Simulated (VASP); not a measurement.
# P in VASP: notebook

Runs on P. Level: LDA. Tasks: single point.

All numbers are computed with VASP 6.6.1; they aren't measurements. Logs are shortened: lines on timing, memory, paths and dates and some standing lists are left out, and cuts for length are marked.

### Step 1. The cell of the first run

Symmetry: R-3m, No. 166, trigonal system. The conventional cell has a = 3.428 Å, b = 3.428 Å, c = 9.326 Å, α = 90.00°, β = 90.00°, γ = 120.00°. Within 3.0 Å of P (site symmetry 3m) lie 6 P at 2.28 to 2.80 Å.

### Step 2. Single point, LDA (volume scaled by 0.98)

INCAR reads:

```
SYSTEM = P
PREC = Accurate
ENCUT = 520
EDIFF = 1E-6
ISMEAR = -1
SIGMA = 0.05
LREAL = .False.
LASPH = .True.
NELM = 100
ALGO = Normal
ISIF = 2
LWAVE = .False.
LCHARG = .False.
NBANDS = 12
```

KPOINTS reads:

```
Automatic mesh
0
Gamma
  9 9 9
  0 0 0
```

POSCAR reads:

```
P
1.0
    1.7141427808      0.9896607960      3.1086748154
   -1.7141427808      0.9896607960      3.1086748154
    0.0000000000     -1.9793215919      3.1086748154
P
2
Direct
    0.7729197500      0.7729197500      0.7729197500
    0.2270802500      0.2270802500      0.2270802500
```

Potentials or basis: VASP PAW LDA potentials, release 64 (P).

Run with:

```bash
> cat potpaw_LDA.64/P/POTCAR > POTCAR
> mpirun -np 1 vasp_std > vasp.out
```

OUTCAR:

```text
SYSTEM = P
   PREC = Accurate
   ENCUT = 520
   EDIFF = 1E-6
   ISMEAR = -1
   LREAL = .False.
   LASPH = .True.
   NELM = 100
   ISIF = 2

 ion  position               nearest neighbor table
   1  0.773  0.773  0.773-   2 2.28   2 2.28   2 2.28   2 2.80   2 2.80   2 2.80
   2  0.227  0.227  0.227-   1 2.28   1 2.28   1 2.28   1 2.80   1 2.80   1 2.80

  LATTYP: Found a trigonal (rhomboedric) cell.
 ALAT       =     3.6853185849
 COS(alpha) =     0.5673129383

  Lattice vectors:

 A1 = (   1.7141427808,   0.9896607960,   3.1086748154)
 A2 = (  -1.7141427808,   0.9896607960,   3.1086748154)
 A3 = (   0.0000000000,  -1.9793215919,   3.1086748154)

Analysis of symmetry for initial positions (statically):
=====================================================================
 Subroutine PRICEL returns:
 Original cell was already a primitive cell.

 Routine SETGRP: Setting up the symmetry group for a
 trigonal (rhombohedral) supercell.

 Subroutine GETGRP returns: Found 12 space group operations
 (whereof 12 operations were pure point group operations)
 out of a pool of 12 trial point group operations.

The static configuration has the point symmetry D_3d.

Analysis of symmetry for dynamics (positions and initial velocities):
=====================================================================
 Subroutine PRICEL returns:
 Original cell was already a primitive cell.

 Routine SETGRP: Setting up the symmetry group for a
 trigonal (rhombohedral) supercell.

 Subroutine GETGRP returns: Found 12 space group operations
 (whereof 12 operations were pure point group operations)
 out of a pool of 12 trial point group operations.

The dynamic configuration has the point symmetry D_3d.

 Subroutine INISYM returns: Found 12 space group operations
 (whereof 12 operations are pure point group operations),
 and found     1 'primitive' translations

----------------------------------------------------------------------------------------

                                     Primitive cell

  volume of cell :      31.6417

  direct lattice vectors                    reciprocal lattice vectors
     1.714142781  0.989660796  3.108674815     0.291690987  0.168407870  0.107226826
    -1.714142781  0.989660796  3.108674815    -0.291690987  0.168407870  0.107226826
     0.000000000 -1.979321592  3.108674815     0.000000000 -0.336815740  0.107226826

  length of vectors
     3.685318585  3.685318585  3.685318585     0.353471972  0.353471972  0.353471972

  position of ions in fractional coordinates (direct lattice)
     0.772919750  0.772919750  0.772919750
     0.227080250  0.227080250  0.227080250

  ion indices of the primitive-cell ions
   primitive index   ion index
                 1           1
                 2           2

----------------------------------------------------------------------------------------

 KPOINTS: Automatic mesh

Automatic generation of k-mesh.
 Grid dimensions read from file:
 generate k-points for:    9    9    9

 Generating k-lattice:

  Cartesian coordinates                     Fractional coordinates (reciprocal lattice)
     0.032410110  0.018711986  0.011914092     0.111111111 -0.000000000  0.000000000
    -0.032410110  0.018711986  0.011914092    -0.000000000  0.111111111  0.000000000
     0.000000000 -0.037423971  0.011914092     0.000000000  0.000000000  0.111111111

  Length of vectors
     0.039274664  0.039274664  0.039274664

  Shift w.r.t. Gamma in fractional coordinates (k-lattice)
     0.000000000  0.000000000  0.000000000

 Subroutine IBZKPT returns following result:
 ===========================================

 Found     85 irreducible k-points:

 Following reciprocal coordinates:
            Coordinates               Weight
  0.000000  0.000000  0.000000      1.000000
  0.111111  0.000000 -0.000000      6.000000
  0.222222  0.000000 -0.000000      6.000000
  0.333333 -0.000000  0.000000      6.000000
  0.444444  0.000000 -0.000000      6.000000
  0.111111  0.111111  0.000000      6.000000
[... 16 lines left out ...]
 -0.333333  0.333333  0.000000      6.000000
  0.444444  0.444444 -0.000000      6.000000
 [... further k-points ...]
   k-points           NKPTS =     85   k-points in BZ     NKDIM =     85   number of bands    NBANDS=     12
   number of dos      NEDOS =    301   number of ions     NIONS =      2
   total plane-waves  NPLWV =  21952
   dimension x,y,z NGX =    28 NGY =   28 NGZ =   28
   dimension x,y,z NGXF=    56 NGYF=   56 NGZF=   56
   ions per type =               2
   NGX,Y,Z   is equivalent  to a cutoff of  12.63, 12.63, 12.63 a.u.
   NGXF,Y,Z  is equivalent  to a cutoff of  25.26, 25.26, 25.26 a.u.
 SYSTEM =  P
   PREC   = accura    normal or accurate (medium, high low for compatibility)
   ISTART =      0    job   : 0-new  1-cont  2-samecut
   ICHARG =      2    charge: 1-file 2-atom 10-const
   ISPIN  =      1    spin polarized calculation?
   LNONCOLLINEAR =      F non collinear calculations
   LSORBIT =      F    spin-orbit coupling
   LASPH  =      T    aspherical Exc in radial PAW
   ENCUT  =  520.0 eV  38.22 Ry    6.18 a.u.   6.85  6.85  6.85*2*pi/ulx,y,z
   NELM   =    100;   NELMIN=  2; NELMDL= -5     # of ELM steps
   EDIFF  = 0.1E-05   stopping-criterion for ELM
   LREAL  =      F    real-space projection
   EDIFFG = 0.1E-04   stopping-criterion for IOM
   NSW    =      0    number of steps for IOM
   IBRION =     -1    ionic relax: 0-MD 1-quasi-New 2-CG
   NFREE  =      0    steps in history (QN), initial steepest desc. (CG)
   ISIF   =      2    stress and relaxation
   ISYM   =      2    0-nonsym 1-usesym 2-fastsym
   POTIM  = 0.5000    time-step for ionic-motion
   TEBEG  =    0.0;   TEEND  =   0.0 temperature during run
   PSTRESS=    0.0 pullay stress
   NELECT =      10.0000    total number of electrons
   NUPDOWN=      -1.0000    fix difference up-down
   EMIN   =  10.00;   EMAX   =-10.00  energy-range for DOS
   EFERMI =   0.00;   METHOD = LEGACY
   ISMEAR =    -1;   SIGMA  =   0.05  broadening in eV -4-tet -1-fermi 0-gaus
   EFERMI_NEDOS =   21; number of points for ismear=-14 and -15
   IALGO  =     38    algorithm
   IMIX   =      4    mixing-type and parameters
     AMIX     =   0.40;   BMIX     =  1.00
     AMIX_MAG =   1.60;   BMIX_MAG =  1.00
  volume/ion in A,a.u.               =      15.82       106.76
  Fermi-wavevector in a.u.,A,eV,Ry     =   1.115120  2.107271 16.918738  1.243492
  Thomas-Fermi vector in A             =   2.251721
   LORBIT       =      0    0 simple, 1 ext, 2 COOP (PROOUT), +10 PAW based schemes
   GGA     = CA    functional components
   LHFCALC =     F    Hartree Fock is set to
   AEXX    =    0.0000 exact exchange contribution
   IVDW    =     0    specifies the selected vdW correction
   LEPSILON=     F    determine dielectric tensor
   LRPA    =     F    only Hartree local field effects (RPA)
 non-spin polarized calculation
  energy-cutoff  :      520.00
  volume of cell :       31.64
 maximum number of plane-waves:       867
   NGX = 13   NGY = 13   NGZ = 13

 number of electron      10.0000000 magnetization

 Free energy of the ion-electron system (eV)
  ---------------------------------------------------
  ext. energy  EPLUGINS =         0.00000000
  ---------------------------------------------------
  free energy    TOTEN  =       -12.11580890 eV

  energy without entropy =      -12.11357784  energy(sigma->0) =      -12.11469337

 E-fermi :   9.1754     XC(G=0): -10.9837

 val. band max:        9.1473224018   @ k =   0.4444   0.4444  -0.0000
 cond. band min:       9.2501424607   @ k =  -0.3333   0.1111   0.0000
 fundamental gap:      0.1028200589
 Fermi energy:         9.1754344586

 k-point     1 :       0.0000    0.0000    0.0000
  band No.  band energies     occupation
      1      -7.5058      2.00000
      2       5.6980      2.00000
      3       5.9787      2.00000
      4       6.2589      2.00000
      5       6.2589      2.00000
      6      10.4875      0.00000
      7      11.8042      0.00000
      8      11.8042      0.00000
      9      14.9533      0.00000
     10      14.9533      0.00000
     11      16.3072      0.00000
     12      16.3103      0.00000

 k-point     2 :       0.1111    0.0000   -0.0000
  band No.  band energies     occupation
      1      -7.3027      2.00000
      2       4.0763      2.00000
      3       5.8903      2.00000
      4       6.0990      2.00000
      5       7.0769      2.00000
      6      10.9416      0.00000
      7      11.7526      0.00000
      8      11.8310      0.00000
      9      13.8352      0.00000
     10      14.3337      0.00000
     11      15.0903      0.00000
     12      17.8975      0.00000

 k-point     3 :       0.2222    0.0000   -0.0000
  band No.  band energies     occupation
      1      -6.6975      2.00000
      2       1.8376      2.00000
      3       5.6821      2.00000
      4       5.7629      2.00000
      5       7.7510      2.00000
      6      10.5912      0.00000
      7      11.0468      0.00000
      8      11.2011      0.00000
      9      14.3827      0.00000
     10      14.8904      0.00000
     11      15.0837      0.00000
     12      20.4401      0.00000

 k-point     4 :       0.3333   -0.0000    0.0000
  band No.  band energies     occupation
      1      -5.7079      2.00000
      2      -0.3903      2.00000
      3       5.4618      2.00000
      4       5.6463      2.00000
      5       8.1815      2.00000
      6       9.6822      0.00008
      7      10.0967      0.00000
      8      10.2130      0.00000
      9      15.6736      0.00000
     10      16.6670      0.00000
     11      17.0177      0.00000
     12      22.6691      0.00000

 k-point     5 :       0.4444    0.0000   -0.0000
  band No.  band energies     occupation
      1      -4.4221      2.00000
      2      -2.3293      2.00000
      3       5.2976      2.00000
      4       5.7269      2.00000
      5       8.4329      2.00000
      6       8.9872      1.95471
      7       9.4523      0.00785
      8       9.7390      0.00003
      9      17.2955      0.00000
     10      18.9657      0.00000
     11      19.5755      0.00000
     12      20.5111      0.00000
[... 228 lines left out ...]
      1      -4.5125      2.00000
      2      -0.1552      2.00000
      3       2.2354      2.00000
      4       3.9041      2.00000
      5       4.6131      2.00000
      6      10.1585      0.00000
      7      14.2545      0.00000
      8      14.7867      0.00000
      9      15.6174      0.00000
     10      19.4129      0.00000
     11      20.0987      0.00000
     12      21.6375      0.00000

 k-point    22 :      -0.4444    0.3333    0.0000
  band No.  band energies     occupation
      1      -3.4722      2.00000
      2      -1.4557      2.00000
      3       1.3839      2.00000
      4       4.1971      2.00000
      5       4.7776      2.00000
      6      12.0319      0.00000
      7      13.0802      0.00000
      8      13.6916      0.00000
      9      16.0660      0.00000
     10      18.7061      0.00000
     11      19.8313      0.00000
     12      22.0302      0.00000

 k-point    23 :      -0.3333    0.3333    0.0000
  band No.  band energies     occupation
      1      -2.8624      2.00000
      2      -2.4434      2.00000
      3       1.3615      2.00000
      4       4.8394      2.00000
      5       5.3111      2.00000
      6      11.5632      0.00000
      7      12.4428      0.00000
      8      14.7960      0.00000
      9      15.5942      0.00000
     10      16.4656      0.00000
     11      18.9292      0.00000
     12      22.1172      0.00000

 k-point    24 :       0.4444    0.4444   -0.0000
  band No.  band energies     occupation
      1      -4.0151      2.00000
      2      -0.6403      2.00000
      3       2.3901      2.00000
      4       3.7310      2.00000
      5       3.8149      2.00000
      6       9.1473      1.27394
      7      15.2545      0.00000
      8      16.5426      0.00000
      9      17.1349      0.00000
     10      18.0496      0.00000
     11      21.9037      0.00000
     12      21.9897      0.00000

 [... further k-points ...]
[... 5 lines left out ...]
  --------------------------------------------------------------------------------------
  -------------------------------------------------------------------------------------
  Total       -0.1700885     -0.1700885     -0.5544018      0.0000000     -0.0000000      0.0000000
  in kB       -8.6124260     -8.6124260    -28.0721248      0.0000000     -0.0000000      0.0000000
  external PRESSURE =     -15.0989923 kB  Pullay stress =       0.0000000 kB

 VOLUME and BASIS-vectors are now :
 -----------------------------------------------------------------------------
  energy-cutoff  :      520.00
  volume of cell :       31.64
      direct lattice vectors                 reciprocal lattice vectors
     1.714142781  0.989660796  3.108674815     0.291690987  0.168407870  0.107226826
    -1.714142781  0.989660796  3.108674815    -0.291690987  0.168407870  0.107226826
     0.000000000 -1.979321592  3.108674815     0.000000000 -0.336815740  0.107226826

 POSITION                                       TOTAL-FORCE (eV/Angst)
 -----------------------------------------------------------------------------------
      0.00000      0.00000      7.20827         0.000000     -0.000000     -0.271234
      0.00000      0.00000      2.11776         0.000000      0.000000      0.271234
 -----------------------------------------------------------------------------------
    total drift:                                0.000000     -0.000000     -0.000000

  FREE ENERGIE OF THE ION-ELECTRON SYSTEM (eV)
  ---------------------------------------------------
  free  energy   TOTEN  =       -12.1158088987 eV

  energy  without entropy=      -12.1135778438  energy(sigma->0) =      -12.11469337
```

It took 27 s on 1 thread of Intel Xeon Platinum 8259CL at 2.50GHz (Skylake/Cascade Lake), shared host; peak memory 0.14 GiB.

Results:

```
Free energy            : -12.1158 eV
Pressure               : -1.5 GPa
Largest force          : 0.271 eV/Å
Band gap on the k mesh : zero (band 5 reaches 9.75 eV, above the bottom of band 6 at 8.99 eV)
```

Forces in eV/Å, atoms in the order of the input:
```
P    0.000  0.000 -0.271
P    0.000  0.000  0.271
```

Levels at points of the mesh, in eV from the Fermi level:
| k point | band 2 | band 3 | band 4 | band 5 | band 6 | band 7 | band 8 | band 9 |
| --- | --- | --- | --- | --- | --- | --- | --- | --- |
| (0.00, 0.00, 0.00) | -3.48 | -3.20 | -2.92 | -2.92 | 1.31 | 2.63 | 2.63 | 5.78 |

Caveat: the cell differs from its parent crystal (volume scaled by 0.98).

### Step 3. Single point, LDA (volume scaled by 1.04)

INCAR reads:

```
  ALGO = Normal
  EDIFF = 1E-6
  ENCUT = 520
  ISIF = 2
  ISMEAR = -1
  LASPH = T
  LCHARG = F
  LREAL = F
  LWAVE = F
  NBANDS = 12
  NELM = 60
  PREC = Accurate
  SIGMA = 0.05
```

KPOINTS reads:

```
k-points
0
Gamma
  9 9 9
```

POSCAR reads:

```
P
1.0
    1.7484346925      1.0094592404      3.1708647352
   -1.7484346925      1.0094592404      3.1708647352
    0.0000000000     -2.0189184807      3.1708647352
P
2
Direct
    0.7729197500      0.7729197500      0.7729197500
    0.2270802500      0.2270802500      0.2270802500
```

Potentials or basis: VASP PAW LDA potentials, release 64 (P).

Run with:

```bash
> cat potpaw_LDA.64/P/POTCAR > POTCAR
> mpirun -np 1 vasp_std > vasp.out
```

Wall time 27 s (1 thread of Intel Xeon Platinum 8259CL at 2.50GHz (Skylake/Cascade Lake), shared host); peak memory 0.14 GiB.

Results (log left out):

- Free energy: -12.0680 eV
- Pressure: -6.3 GPa
- Largest force: 0.096 eV/Å
- Band gap on the k mesh: zero (band 5 reaches 8.81 eV, above the bottom of band 6 at 8.17 eV)

Forces on the atoms (eV/Å):
```
P    0.000  0.000  0.096
P    0.000  0.000 -0.096
```

Stress tensor (GPa, compression positive):
```
-6.19  0.00  0.00
 0.00 -6.19  0.00
 0.00  0.00 -6.51
```

Levels at points of the mesh, in eV from the Fermi level:
```
           k point  band 2  band 3  band 4  band 5  band 6  band 7  band 8  band 9
(0.00, 0.00, 0.00)   -3.90   -3.04   -2.82   -2.82    1.26    2.56    2.56    5.77
```

Caveat: the cell differs from its parent crystal (volume scaled by 1.04).

### Step 4. Single point, LDA (volume scaled by 1.06)

INCAR reads:

```
PREC = Accurate
ENCUT = 520
EDIFF = 1E-6
ISMEAR = -1
SIGMA = 0.05
LREAL = F
LASPH = T
NELM = 100
ALGO = Normal
ISIF = 2
LWAVE = F
LCHARG = T
GGA = CA
LELF = T
LVHAR = T
NBANDS = 12
```

KPOINTS reads:

```
regular mesh
0
Gamma
  9 9 9
```

POSCAR reads:

```
P
1.0
    1.7595715195      1.0158890905      3.1910618704
   -1.7595715195      1.0158890905      3.1910618704
    0.0000000000     -2.0317781808      3.1910618704
P
2
Direct
    0.7729197500      0.7729197500      0.7729197500
    0.2270802500      0.2270802500      0.2270802500
```

Run with:

```bash
> cat potpaw_LDA.64/P/POTCAR > POTCAR
> mpirun -np 1 vasp_std > vasp.out
```

It took 27 s on 1 thread of Intel Xeon Platinum 8259CL at 2.50GHz (Skylake/Cascade Lake), shared host; peak memory 0.14 GiB.

It converged, with:

```yaml
Free_energy: -12.0399 eV
Pressure: -7.7 GPa
Largest_force: 0.213 eV/Å
Band_gap_on_the_k_mesh: zero (band 5 reaches 8.48 eV, above the bottom of band 6 at 7.92 eV)
```

Forces on the atoms (eV/Å):
```
P    0.000  0.000  0.213
P    0.000  0.000 -0.213
```

Stress tensor (GPa, compression positive):
```
-7.78  0.00  0.00
 0.00 -7.78  0.00
 0.00  0.00 -7.44
```

Levels at points of the mesh, in eV from the Fermi level:
| k point | band 1 | band 2 | band 3 | band 4 | band 5 | band 6 | band 7 | band 8 | band 9 | band 10 |
| --- | --- | --- | --- | --- | --- | --- | --- | --- | --- | --- |
| (0.00, 0.00, 0.00) | -15.91 | -4.01 | -2.97 | -2.77 | -2.77 | 1.27 | 2.55 | 2.55 | 5.79 | 5.79 |

Caveat: the cell differs from its parent crystal (volume scaled by 1.06).

### Step 5. Single point, LDA, collinear spin, ferrimagnetic start

This run uses another cell than the first one, of 15.02 Å³/atom, 0.949 times its volume.

INCAR reads:

```
PREC = Accurate ; ENCUT = 520
EDIFF = 1E-6 ; ISMEAR = -1
SIGMA = 0.15 ; LREAL = F
LASPH = T ; NELM = 150
ALGO = Normal ; ISIF = 2
LWAVE = F ; LCHARG = F
ISPIN = 2 ; MAGMOM = 0.5 -0.25
LORBIT = 11 ; GGA = CA
NBANDS = 16
```

KPOINTS reads:

```
Automatic mesh
0
Gamma
  7 7 7
```

POSCAR reads:

```
P
1.0
    1.7096440477      0.9869902711      2.9669367552
   -1.7096440477      0.9869902711      2.9669367552
    0.0000000000     -1.9737433206      2.9668612347
P
2
Direct
    0.7612530059      0.7645075059      0.7659911918
    0.2251599941      0.2284144941      0.2299218082
```

Run with:

```bash
> cat potpaw_LDA.64/P/POTCAR > POTCAR
> mpirun -np 1 vasp_std > vasp.out
```

Wall time 82 s (1 thread of Intel Xeon Platinum 8488C (Sapphire Rapids), shared host); peak memory 0.18 GiB.

It converged, with:

| Property | Result |
| --- | --- |
| Free energy | -12.1612 eV |
| Pressure | 0.0 GPa |
| Largest force | 0.014 eV/Å |
| Band gap on the k mesh | zero (filled and empty bands overlap) |
| Net moment | 0.00 μB per cell |
| Valence electrons inside the program's atomic spheres | P 2.44 |

Forces on the atoms (eV/Å):
```
P    0.000  0.000  0.014
P    0.000  0.000 -0.014
```

Levels at points of the mesh, in eV from the Fermi level:
Spin up:
```tsv
k point	band 1	band 2	band 3	band 4	band 5	band 6	band 7	band 8	band 9	band 10
(0.00, 0.00, 0.00)	-16.81	-2.88	-2.70	-2.70	-2.59	2.04	3.20	3.20	5.58	5.58
```
Spin down:
```
           k point  band 3  band 4  band 5  band 6  band 7  band 8
(0.00, 0.00, 0.00)   -2.70   -2.70   -2.59    2.04    3.20    3.20
```

### Step 6. Summary

| spin | cell | k mesh | smearing | gap on the mesh (eV) | pressure (GPa) | largest force (eV/Å) |
| --- | --- | --- | --- | --- | --- | --- |
| off | a = 3.685 Å, angles 55.4°, 2 atoms | 9 × 9 × 9 | fermi-dirac 0.05 eV | none | -1.5 | 0.27 |
| off | a = 3.759 Å, angles 55.4°, 2 atoms | 9 × 9 × 9 | fermi-dirac 0.05 eV | none | -6.3 | 0.10 |
| off | a = 3.783 Å, angles 55.4°, 2 atoms | 9 × 9 × 9 | fermi-dirac 0.05 eV | none | -7.7 | 0.21 |
| collinear, ferrimagnetic start | a = 3.564 Å, angles 57.3°, 2 atoms | 7 × 7 × 7 | fermi-dirac 0.15 eV | none | 0.0 | 0.01 |

Alike in all rows: task single point; level LDA; potentials or basis VASP PAW LDA potentials, release 64 (P); cutoff (eV) 520.

Absolute energies hang on the potentials; compare differences alone.
